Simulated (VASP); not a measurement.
# MgO (Periclase) (Fm-3m) in VASP: notebook

Runs on MgO (Periclase). Level: PBE. Tasks: single point.

All numbers are computed with VASP 6.6.1; they aren't measurements. Logs are shortened: lines on timing, memory, paths and dates and some standing lists are left out, and cuts for length are marked.

## (1) The cell of the first run

The structure is cubic, space group Fm-3m (No. 225). The conventional cell has a = 4.211 Å, b = 4.211 Å, c = 4.211 Å, α = 90.00°, β = 90.00°, γ = 90.00°. Within 2.8 Å of Mg (site symmetry m-3m) lie 6 O at 2.11 Å. O (site symmetry m-3m) has 6 Mg at 2.11 Å within 2.8 Å.

## (2) Single point, PBE (volume scaled by 0.97)

Contents of INCAR:

```
PREC     = Accurate       # precision mode
ENCUT    = 520            # plane-wave cutoff, eV
EDIFF    = 1E-7           # SCF threshold, eV
ISMEAR   = 0              # smearing method
SIGMA    = 0.02           # smearing width, eV
LREAL    = False          # projectors in reciprocal space
LASPH    = True           # aspherical terms in the spheres
NELM     = 100            # most SCF steps
ALGO     = Normal         # electronic algorithm
ISIF     = 2              # what is computed and relaxed
LWAVE    = False          # write WAVECAR
LCHARG   = False          # write CHGCAR
GGA      = PE             # functional
NBANDS   = 11             # bands
```

Contents of KPOINTS:

```
regular mesh
0
Gamma
  10 10 10
```

Contents of POSCAR:

```
MgO
1.0
    0.0000000000      2.1053674368      2.1053674368
    2.1053674368      0.0000000000      2.1053674368
    2.1053674368      2.1053674368      0.0000000000
Mg O
1 1
Direct
    0.0000000000      0.0000000000      0.0000000000
    0.5000000000      0.5000000000      0.5000000000
```

Potentials or basis: VASP PAW PBE potentials, release 64 (Mg, O).

Command:

```
$ cat potpaw_PBE.64/Mg/POTCAR potpaw_PBE.64/O/POTCAR > POTCAR
$ mpirun -np 1 vasp_std > vasp.out
```

OUTCAR:

```text
PREC = Accurate
   ENCUT = 520
   EDIFF = 1E-7
   ISMEAR = 0
   LREAL = False
   LASPH = True
   NELM = 100
   ISIF = 2
   GGA = PE

 ion  position               nearest neighbor table
   1  0.000  0.000  0.000-   2 2.11   2 2.11   2 2.11   2 2.11   2 2.11   2 2.11
   2  0.500  0.500  0.500-   1 2.11   1 2.11   1 2.11   1 2.11   1 2.11   1 2.11

  LATTYP: Found a face centered cubic cell.
 ALAT       =     4.2107348736

  Lattice vectors:

 A1 = (   0.0000000000,   2.1053674368,   2.1053674368)
 A2 = (   2.1053674368,   0.0000000000,   2.1053674368)
 A3 = (   2.1053674368,   2.1053674368,   0.0000000000)

Analysis of symmetry for initial positions (statically):
=====================================================================
 Subroutine PRICEL returns:
 Original cell was already a primitive cell.

 Routine SETGRP: Setting up the symmetry group for a
 face centered cubic supercell.

 Subroutine GETGRP returns: Found 48 space group operations
 (whereof 48 operations were pure point group operations)
 out of a pool of 48 trial point group operations.

The static configuration has the point symmetry O_h .

Analysis of symmetry for dynamics (positions and initial velocities):
=====================================================================
 Subroutine PRICEL returns:
 Original cell was already a primitive cell.

 Routine SETGRP: Setting up the symmetry group for a
 face centered cubic supercell.

 Subroutine GETGRP returns: Found 48 space group operations
 (whereof 48 operations were pure point group operations)
 out of a pool of 48 trial point group operations.

The dynamic configuration has the point symmetry O_h .

 Subroutine INISYM returns: Found 48 space group operations
 (whereof 48 operations are pure point group operations),
 and found     1 'primitive' translations

----------------------------------------------------------------------------------------

                                     Primitive cell

  volume of cell :      18.6644

  direct lattice vectors                    reciprocal lattice vectors
     0.000000000  2.105367437  2.105367437    -0.237488237  0.237488237  0.237488237
     2.105367437  0.000000000  2.105367437     0.237488237 -0.237488237  0.237488237
     2.105367437  2.105367437  0.000000000     0.237488237  0.237488237 -0.237488237

  length of vectors
     2.977439183  2.977439183  2.977439183     0.411341692  0.411341692  0.411341692

  position of ions in fractional coordinates (direct lattice)
     0.000000000  0.000000000  0.000000000
     0.500000000  0.500000000  0.500000000

  ion indices of the primitive-cell ions
   primitive index   ion index
                 1           1
                 2           2

----------------------------------------------------------------------------------------

 KPOINTS: regular mesh

Automatic generation of k-mesh.
 Grid dimensions read from file:
 generate k-points for:   10   10   10

 Generating k-lattice:

  Cartesian coordinates                     Fractional coordinates (reciprocal lattice)
    -0.023748824  0.023748824  0.023748824     0.100000000  0.000000000  0.000000000
     0.023748824 -0.023748824  0.023748824     0.000000000  0.100000000  0.000000000
     0.023748824  0.023748824 -0.023748824     0.000000000  0.000000000  0.100000000

  Length of vectors
     0.041134169  0.041134169  0.041134169

  Shift w.r.t. Gamma in fractional coordinates (k-lattice)
     0.000000000  0.000000000  0.000000000

 Subroutine IBZKPT returns following result:
 ===========================================

 Found     47 irreducible k-points:

 Following reciprocal coordinates:
            Coordinates               Weight
  0.000000  0.000000  0.000000      1.000000
  0.100000  0.000000  0.000000      8.000000
  0.200000  0.000000  0.000000      8.000000
  0.300000  0.000000  0.000000      8.000000
  0.400000  0.000000  0.000000      8.000000
  0.500000  0.000000  0.000000      4.000000
[... 16 lines left out ...]
  0.300000  0.300000  0.000000      6.000000
  0.400000  0.300000  0.000000     24.000000
 [... further k-points ...]
   k-points           NKPTS =     47   k-points in BZ     NKDIM =     47   number of bands    NBANDS=     11
   number of dos      NEDOS =    301   number of ions     NIONS =      2
   total plane-waves  NPLWV =  13824
   dimension x,y,z NGX =    24 NGY =   24 NGZ =   24
   dimension x,y,z NGXF=    48 NGYF=   48 NGZF=   48
   ions per type =               1   1
   NGX,Y,Z   is equivalent  to a cutoff of  13.40, 13.40, 13.40 a.u.
   NGXF,Y,Z  is equivalent  to a cutoff of  26.80, 26.80, 26.80 a.u.
 SYSTEM =  unknown system
   PREC   = accura    normal or accurate (medium, high low for compatibility)
   ISTART =      0    job   : 0-new  1-cont  2-samecut
   ICHARG =      2    charge: 1-file 2-atom 10-const
   ISPIN  =      1    spin polarized calculation?
   LNONCOLLINEAR =      F non collinear calculations
   LSORBIT =      F    spin-orbit coupling
   LASPH  =      T    aspherical Exc in radial PAW
   ENCUT  =  520.0 eV  38.22 Ry    6.18 a.u.   5.54  5.54  5.54*2*pi/ulx,y,z
   NELM   =    100;   NELMIN=  2; NELMDL= -5     # of ELM steps
   EDIFF  = 0.1E-06   stopping-criterion for ELM
   LREAL  =      F    real-space projection
   EDIFFG = 0.1E-05   stopping-criterion for IOM
   NSW    =      0    number of steps for IOM
   IBRION =     -1    ionic relax: 0-MD 1-quasi-New 2-CG
   NFREE  =      0    steps in history (QN), initial steepest desc. (CG)
   ISIF   =      2    stress and relaxation
   ISYM   =      2    0-nonsym 1-usesym 2-fastsym
   POTIM  = 0.5000    time-step for ionic-motion
   TEBEG  =    0.0;   TEEND  =   0.0 temperature during run
   PSTRESS=    0.0 pullay stress
   NELECT =       8.0000    total number of electrons
   NUPDOWN=      -1.0000    fix difference up-down
   EMIN   =  10.00;   EMAX   =-10.00  energy-range for DOS
   EFERMI =   0.00;   METHOD = LEGACY
   ISMEAR =     0;   SIGMA  =   0.02  broadening in eV -4-tet -1-fermi 0-gaus
   EFERMI_NEDOS =   21; number of points for ismear=-14 and -15
   IALGO  =     38    algorithm
   IMIX   =      4    mixing-type and parameters
     AMIX     =   0.40;   BMIX     =  1.00
     AMIX_MAG =   1.60;   BMIX_MAG =  1.00
  volume/ion in A,a.u.               =       9.33        62.98
  Fermi-wavevector in a.u.,A,eV,Ry     =   1.234337  2.332558 20.729656  1.523587
  Thomas-Fermi vector in A             =   2.369031
   LORBIT       =      0    0 simple, 1 ext, 2 COOP (PROOUT), +10 PAW based schemes
   GGA     = PE    functional components
   LHFCALC =     F    Hartree Fock is set to
   AEXX    =    0.0000 exact exchange contribution
   IVDW    =     0    specifies the selected vdW correction
   LEPSILON=     F    determine dielectric tensor
   LRPA    =     F    only Hartree local field effects (RPA)
 non-spin polarized calculation
 Gauss-broadening in eV      SIGMA  =   0.02
  energy-cutoff  :      520.00
  volume of cell :       18.66
 maximum number of plane-waves:       531
 NGX is ok and might be reduce to    24
   NGX = 11   NGY = 11   NGZ = 11

 number of electron       8.0000005 magnetization

 Free energy of the ion-electron system (eV)
  ---------------------------------------------------
  ext. energy  EPLUGINS =         0.00000000
  ---------------------------------------------------
  free energy    TOTEN  =       -11.90507353 eV

  energy without entropy =      -11.90507353  energy(sigma->0) =      -11.90507353

 E-fermi :   3.3386     XC(G=0): -11.0831

 val. band max:        3.1939608198   @ k =   0.0000   0.0000   0.0000
 cond. band min:       7.9296805472   @ k =   0.0000   0.0000   0.0000
 fundamental gap:      4.7357197274
 Fermi energy:         3.3385824403

 k-point     1 :       0.0000    0.0000    0.0000
  band No.  band energies     occupation
      1     -14.0744      2.00000
      2       3.1940      2.00000
      3       3.1940      2.00000
      4       3.1940      2.00000
      5       7.9297      0.00000
      6      18.9992      0.00000
      7      18.9992      0.00000
      8      18.9992      0.00000
      9      22.9184      0.00000
     10      24.6938      0.00000
     11      24.6938      0.00000

 k-point     2 :       0.1000    0.0000    0.0000
  band No.  band energies     occupation
      1     -13.9685      2.00000
      2       2.5420      2.00000
      3       3.1263      2.00000
      4       3.1263      2.00000
      5       8.5583      0.00000
      6      17.7495      0.00000
      7      19.2396      0.00000
      8      19.2396      0.00000
      9      23.9672      0.00000
     10      23.9672      0.00000
     11      24.5770      0.00000

 k-point     3 :       0.2000    0.0000    0.0000
  band No.  band energies     occupation
      1     -13.6772      2.00000
      2       1.2203      2.00000
      3       2.9549      2.00000
      4       2.9549      2.00000
      5       9.7546      0.00000
      6      16.2374      0.00000
      7      19.7247      0.00000
      8      19.7247      0.00000
      9      23.2760      0.00000
     10      23.2760      0.00000
     11      25.4743      0.00000

 k-point     4 :       0.3000    0.0000    0.0000
  band No.  band energies     occupation
      1     -13.2842      2.00000
      2      -0.1023      2.00000
      3       2.7534      2.00000
      4       2.7534      2.00000
      5      10.6907      0.00000
      6      15.5522      0.00000
      7      19.8419      0.00000
      8      19.8419      0.00000
      9      23.7217      0.00000
     10      23.7217      0.00000
     11      24.8589      0.00000
[... 239 lines left out ...]
 k-point    22 :      -0.2000    0.2000    0.0000
  band No.  band energies     occupation
      1     -13.1676      2.00000
      2       0.0951      2.00000
      3       1.8570      2.00000
      4       2.7499      2.00000
      5      11.6486      0.00000
      6      15.1055      0.00000
      7      18.3157      0.00000
      8      20.9995      0.00000
      9      21.6785      0.00000
     10      24.5700      0.00000
     11      28.0475      0.00000

 k-point    23 :       0.3000    0.3000    0.0000
  band No.  band energies     occupation
      1     -13.0819      2.00000
      2       0.0406      2.00000
      3       2.2561      2.00000
      4       2.2561      2.00000
      5      12.0565      0.00000
      6      13.6295      0.00000
      7      17.6344      0.00000
      8      21.1424      0.00000
      9      21.1424      0.00000
     10      27.3495      0.00000
     11      30.5946      0.00000

 k-point    24 :       0.4000    0.3000    0.0000
  band No.  band energies     occupation
      1     -12.8340      2.00000
      2      -0.3841      2.00000
      3       1.8899      2.00000
      4       2.1087      2.00000
      5      12.7759      0.00000
      6      13.3774      0.00000
      7      16.8067      0.00000
      8      21.3858      0.00000
      9      21.5924      0.00000
     10      28.0935      0.00000
     11      30.1926      0.00000

 [... further k-points ...]
[... 5 lines left out ...]
  --------------------------------------------------------------------------------------
  -------------------------------------------------------------------------------------
  Total        0.4801787      0.4801787      0.4801787      0.0000000      0.0000000      0.0000000
  in kB       41.2192185     41.2192185     41.2192185      0.0000000      0.0000000      0.0000000
  external PRESSURE =      41.2192185 kB  Pullay stress =       0.0000000 kB

 VOLUME and BASIS-vectors are now :
 -----------------------------------------------------------------------------
  energy-cutoff  :      520.00
  volume of cell :       18.66
      direct lattice vectors                 reciprocal lattice vectors
     0.000000000  2.105367437  2.105367437    -0.237488237  0.237488237  0.237488237
     2.105367437  0.000000000  2.105367437     0.237488237 -0.237488237  0.237488237
     2.105367437  2.105367437  0.000000000     0.237488237  0.237488237 -0.237488237

 POSITION                                       TOTAL-FORCE (eV/Angst)
 -----------------------------------------------------------------------------------
      0.00000      0.00000      0.00000        -0.000000     -0.000000     -0.000000
      2.10537      2.10537      2.10537         0.000000      0.000000      0.000000
 -----------------------------------------------------------------------------------
    total drift:                               -0.000000     -0.000000      0.000000

  FREE ENERGIE OF THE ION-ELECTRON SYSTEM (eV)
  ---------------------------------------------------
  free  energy   TOTEN  =       -11.9050735279 eV

  energy  without entropy=      -11.9050735279  energy(sigma->0) =      -11.90507353
```

Run time: 19 s. Hardware: 1 thread of AMD EPYC 7R13, shared host; peak memory 0.11 GiB.

What came out:

```yaml
Free_energy: -11.9051 eV
Pressure: 4.1 GPa
Band_gap_on_the_k_mesh: 4.74 eV, direct
```

Levels at points of the mesh, in eV from the valence-band top:
| k point | band 1 | band 2 | band 3 | band 4 | band 5 | band 6 | band 7 | band 8 | band 9 |
| --- | --- | --- | --- | --- | --- | --- | --- | --- | --- |
| (0.00, 0.00, 0.00) | -17.27 | 0.00 | 0.00 | 0.00 | 4.74 | 15.81 | 15.81 | 15.81 | 19.72 |
| (0.50, 0.00, 0.00) | -15.98 | -4.62 | -0.65 | -0.65 | 7.90 | 12.62 | 16.32 | 16.32 | 20.91 |
| (0.50, 0.50, 0.00) | -15.72 | -4.09 | -1.35 | -1.35 | 9.12 | 9.98 | 13.11 | 18.99 | 18.99 |

(Part 1 of 2 ends here.)
